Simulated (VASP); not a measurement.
The system is TiCo3.

```
Ti Co
1.0
     3.37443    0.00000    0.00000
     0.00000    3.37443    0.00000
     0.00000    0.00000    3.37443
Ti Co
1 3
Direct
  0.00000 0.00000 0.00000
  0.00000 0.50000 0.50000
  0.50000 0.00000 0.50000
  0.50000 0.50000 0.00000
```

Base run:

* Program: VASP 6.6.1
* Functional: PBEsol
* Potentials or basis: VASP PAW PBE potentials, release 64 (Ti_sv, Co)
* Cutoff: 520 eV
* k mesh: 12 × 12 × 12
* Occupations: gaussian, width 0.15 eV
* Spin: collinear spin, ferromagnetic start
* Starting moments: [0.9, 1.98, 1.98, 1.98] μB
* Fixed moment: 6.84 μB

Its results: pressure 79.3 GPa; site moments Ti +0.76; Co +1.95 μB.

**Question.** The run is repeated on the same cell with these changes: fixed moment from 6.84 μB to 3.04 μB; moments at the start from [0.9, 1.98, 1.98, 1.98] to [0.4, 0.88, 0.88, 0.88]. What comes out?

**Answer.** Pressure 49.7 GPa; site moments Ti -0.16; Co +1.05 μB.

Caveats: the cell stands under pressure; the PAW data sets were made with another functional, which shifts forces and pressure a little; the total moment is fixed, so each spin has its own Fermi level.
